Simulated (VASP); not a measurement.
# ScGa3Te (Pm-3m) in VASP: notebook, part 2 of 2

VASP 6.6.1. The steps go on from the part before.

## (4) Relaxation of cell and atoms, PBE

The input, INCAR:

```
PREC     = Accurate       # precision mode
ENCUT    = 600            # plane-wave cutoff, eV
EDIFF    = 1E-7           # SCF threshold, eV
ISMEAR   = 0              # smearing method
SIGMA    = 0.1            # smearing width, eV
LREAL    = F              # projectors in reciprocal space
LASPH    = T              # aspherical terms in the spheres
NELM     = 60             # most SCF steps
ALGO     = Normal         # electronic algorithm
ISIF     = 3              # what is computed and relaxed
LWAVE    = F              # write WAVECAR
LCHARG   = F              # write CHGCAR
GGA      = PE             # functional
IBRION   = 2              # ionic algorithm
NSW      = 90             # ionic steps
EDIFFG   = -0.04          # ionic threshold
```

The input, KPOINTS:

```
regular mesh
0
Gamma
  4 4 4
```

The input, POSCAR:

```
ScGa3Te
1.0
    4.7210642700      0.0000000000      0.0000000000
    0.0000000000      4.7210642700      0.0000000000
    0.0000000000      0.0000000000      4.7210642700
Sc Ga Te
1 3 1
Direct
    0.5000000000      0.5000000000      0.5000000000
    0.0000000000      0.5000000000      0.5000000000
    0.5000000000      0.0000000000      0.5000000000
    0.5000000000      0.5000000000      0.0000000000
    0.0000000000      0.0000000000      0.0000000000
```

Potentials or basis: VASP PAW PBE potentials, release 64 (Sc_sv, Ga_d, Te).

Run with:

```sh
$ cat potpaw_PBE.64/Sc_sv/POTCAR potpaw_PBE.64/Ga_d/POTCAR potpaw_PBE.64/Te/POTCAR > POTCAR
$ mpirun -np 1 vasp_std > vasp.out
```

OUTCAR:

```text
PREC = Accurate
   ENCUT = 600
   EDIFF = 1E-7
   ISMEAR = 0
   LREAL = F
   LASPH = T
   NELM = 60
   ISIF = 3
   GGA = PE
   IBRION = 2
   NSW = 90
   EDIFFG = -0.04

 ion  position               nearest neighbor table
   1  0.500  0.500  0.500-   2 2.36   3 2.36   4 2.36   4 2.36   3 2.36   2 2.36
   2  0.000  0.500  0.500-   1 2.36   1 2.36
   3  0.500  0.000  0.500-   1 2.36   1 2.36
   4  0.500  0.500  0.000-   1 2.36   1 2.36
   5  0.000  0.000  0.000-

[... 963 lines left out ...]
  --------------------------------------------------------------------------------------
  -------------------------------------------------------------------------------------
  Total       -0.0562374     -0.0562374     -0.0562374     -0.0000000     -0.0000000     -0.0000000
  in kB       -0.5952501     -0.5952501     -0.5952501     -0.0000000     -0.0000000     -0.0000000
  external PRESSURE =      -0.5952501 kB  Pullay stress =       0.0000000 kB

 VOLUME and BASIS-vectors are now :
 -----------------------------------------------------------------------------
  energy-cutoff  :      600.00
  volume of cell :      151.37
      direct lattice vectors                 reciprocal lattice vectors
     5.329404159 -0.000000000  0.000000000     0.187638237  0.000000000  0.000000000
    -0.000000000  5.329404159 -0.000000000     0.000000000  0.187638237  0.000000000
    -0.000000000 -0.000000000  5.329404159    -0.000000000  0.000000000  0.187638237

 POSITION                                       TOTAL-FORCE (eV/Angst)
 -----------------------------------------------------------------------------------
      2.66470      2.66470      2.66470        -0.000000     -0.000000      0.000000
     -0.00000      2.66470      2.66470         0.000000      0.000000      0.000000
      2.66470     -0.00000      2.66470         0.000000      0.000000      0.000000
      2.66470      2.66470     -0.00000        -0.000000     -0.000000      0.000000
      0.00000      0.00000      0.00000        -0.000000     -0.000000      0.000000
 -----------------------------------------------------------------------------------
    total drift:                               -0.000000     -0.000000     -0.000000

  FREE ENERGIE OF THE ION-ELECTRON SYSTEM (eV)
  ---------------------------------------------------
  free  energy   TOTEN  =       -15.7779284174 eV

  energy  without entropy=      -15.7277981667  energy(sigma->0) =      -15.75286329

 reached required accuracy - stopping structural energy minimisation
```

CONTCAR:

```text
ScGa3Te
   1.00000000000000
     5.3294041587956098   -0.0000000000000000    0.0000000000000000
    -0.0000000000000000    5.3294041587956098   -0.0000000000000000
    -0.0000000000000000   -0.0000000000000000    5.3294041587956098
  Sc              Ga              Te
     1     3     1
Direct
     0.5000000000000000    0.5000000000000000    0.5000000000000000
     0.0000000000000000    0.5000000000000000    0.5000000000000000
     0.5000000000000000    0.0000000000000000    0.5000000000000000
     0.5000000000000000    0.5000000000000000    0.0000000000000000
     0.0000000000000000    0.0000000000000000    0.0000000000000000

  0.00000000E+00  0.00000000E+00  0.00000000E+00
  0.00000000E+00  0.00000000E+00  0.00000000E+00
  0.00000000E+00  0.00000000E+00  0.00000000E+00
  0.00000000E+00  0.00000000E+00  0.00000000E+00
  0.00000000E+00  0.00000000E+00  0.00000000E+00
```

Wall time 2.5 min (1 thread of Intel Xeon Platinum 8488C (Sapphire Rapids), shared host); peak memory 0.26 GiB.

Results:

```yaml
Free_energy: -15.7779 eV
Relaxed_volume: 30.27 Å³/atom
Relaxed_cell: a = 5.329 Å, b = 5.329 Å, c = 5.329 Å, α = 90.00°, β = 90.00°, γ = 90.00°
Space_group_after_relaxing_to_0.05_Å: Pm-3m (No. 221)
Energy_gained_by_relaxing: 422.6 meV/atom
Ionic_steps: 2
Pressure_after_relaxing: -0.1 GPa
Band_gap_on_the_k_mesh: zero (band 28 reaches 3.66 eV, above the bottom of band 29 at 2.60 eV)
```

Step by step:
```
step  energy change (eV)  largest force (eV/Å)  pressure (GPa)  volume (Å³)
   1              0.0000                0.0000           20.33       105.23
   2             -2.1132                0.0000           -0.06       151.37
```

Final structure:
```xyz
5
Lattice="5.3294 0.0000 0.0000 0.0000 5.3294 0.0000 0.0000 0.0000 5.3294" Properties=species:S:1:pos:R:3 pbc="T T T"
Sc    2.6647    2.6647    2.6647
Ga    0.0000    2.6647    2.6647
Ga    2.6647    0.0000    2.6647
Ga    2.6647    2.6647    0.0000
Te    0.0000    0.0000    0.0000
```

Caveat: the volume moved by over 15 % at a fixed basis, so the end points are rough; spin-orbit coupling is left out, which moves the levels of the heavy elements.

## (5) Single point, PBE, collinear spin, ferromagnetic start

This run uses another cell than the first one, of 29.93 Å³/atom, 1.422 times its volume.

The input, INCAR:

```
PREC = Accurate
ENCUT = 520
EDIFF = 1E-6
ISMEAR = 0
SIGMA = 0.1
LREAL = F
LASPH = T
NELM = 150
ALGO = Normal
ISIF = 2
LWAVE = F
LCHARG = F
ISPIN = 2
MAGMOM = 1 0 0 0 0
LORBIT = 11
LMAXMIX = 4
GGA = PE
NBANDS = 40
```

The input, KPOINTS:

```
Automatic mesh
0
Gamma
  4 4 4
```

POSCAR: that of step 4 with these lines changed.

```diff
@@ -2,5 +2,5 @@
 1.0
-    4.7210642700      0.0000000000      0.0000000000
-    0.0000000000      4.7210642700      0.0000000000
-    0.0000000000      0.0000000000      4.7210642700
+    5.3089671813      0.0000000000      0.0000000000
+    0.0000000000      5.3089671813      0.0000000000
+    0.0000000000      0.0000000000      5.3089671813
 Sc Ga Te
```

Run with:

```sh
$ cat potpaw_PBE.64/Sc_sv/POTCAR potpaw_PBE.64/Ga_d/POTCAR potpaw_PBE.64/Te/POTCAR > POTCAR
$ mpirun -np 1 vasp_std > vasp.out
```

Run time: 94 s. Hardware: 1 thread of Intel Xeon Platinum 8375C at 2.90GHz (Ice Lake), shared host; peak memory 0.33 GiB.

It converged, with:

```
Free energy                                           : -15.8380 eV
Pressure                                              : 0.6 GPa
Net moment                                            : 1.63 μB per cell
Site moments                                          : Sc +0.64; Ga +0.12; Te +0.01 μB
Valence electrons inside the program's atomic spheres : Sc 9.62; Ga 11.51; Te 3.23
```

Levels at points of the mesh, in eV from the Fermi level:
Spin up:
```tsv
k point	band 26	band 27	band 28	band 29	band 30	band 31	band 32	band 33
(0.00, 0.00, 0.00)	-2.36	0.66	0.66	0.66	1.28	1.28	1.28	2.76
(0.50, 0.00, 0.00)	-1.03	-0.79	-0.47	-0.47	0.92	0.92	1.31	1.34
(0.50, 0.50, 0.00)	-1.25	-1.24	-1.18	-0.49	-0.07	-0.07	0.48	3.28
(0.50, 0.50, 0.50)	-3.12	-3.06	-0.47	-0.47	1.01	1.01	1.01	4.45
```
Spin down:
```csv
k point,band 24,band 25,band 26,band 27,band 28,band 29,band 30,band 31
"(0.00, 0.00, 0.00)",-2.23,-2.23,-2.23,0.99,0.99,0.99,1.70,1.70
"(0.50, 0.00, 0.00)",-1.75,-1.75,-0.73,-0.34,-0.06,-0.06,1.23,1.23
"(0.50, 0.50, 0.00)",-1.24,-1.18,-1.18,-1.09,-0.90,0.23,0.26,0.26
"(0.50, 0.50, 0.50)",-3.01,-3.01,-3.01,-2.47,0.25,0.25,1.29,1.29
```

Caveat: spin-orbit coupling is left out, which moves the levels of the heavy elements.

## (6) Overview

```tsv
task	spin	cell	cutoff (eV)	gap on the mesh (eV)	pressure (GPa)
single point	off	a = 4.721 Å, 5 atoms	520	none	20.4
single point	off	a = 5.309 Å, 5 atoms	520	none	0.3
relaxation of cell and atoms	off	relaxed from a = 4.721 Å, 5 atoms	600	none	-0.1
single point	collinear, ferromagnetic start	a = 5.309 Å, 5 atoms	520	none	0.6
```

Alike in all rows: level PBE; potentials or basis VASP PAW PBE potentials, release 64 (Sc_sv, Ga_d, Te); k mesh 4 × 4 × 4; smearing gaussian 0.1 eV.

Caveats: spin-orbit coupling is left out, which moves the levels of the heavy elements; the volume moved by over 15 % at a fixed basis, so the end points are rough (some runs).

Absolute energies hang on the potentials; compare differences alone.
